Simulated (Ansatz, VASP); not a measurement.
**Cd: VASP beside Ansatz**

```
CELL_PARAMETERS angstrom
1.61868 0.93454 2.46551
-1.61868 0.93454 2.46551
0.00000 -1.86909 2.46551
ATOMIC_POSITIONS crystal
Cd 0.00000 0.00000 0.00000
```

Change from the starting cell: volume scaled by 1.02.

Alike in both runs: task single point; functional PBE; k mesh 10 × 10 × 10; occupations fermi-dirac, width 0.05 eV; no spin polarisation.

```csv
,VASP,Ansatz
version,VASP 6.6.1,Ansatz 0.2.0
potentials or method,"VASP PAW PBE potentials, release 64 (Cd), cutoff 520 eV","all-electron LAPW, scalar-relativistic"
```

```tsv
	VASP	Ansatz	Ansatz less VASP
gap on the k mesh at the Fermi level (eV)	none	none	-
pressure (GPa)	1.3	1.0	-0.26
traceless stress, the component that is largest in VASP (GPa)	0.48	0.43	-0.042
```

A gap of «none» marks a metal or a gap that the smearing closes. Ansatz ran all-electron here, and VASP with PAW potentials.
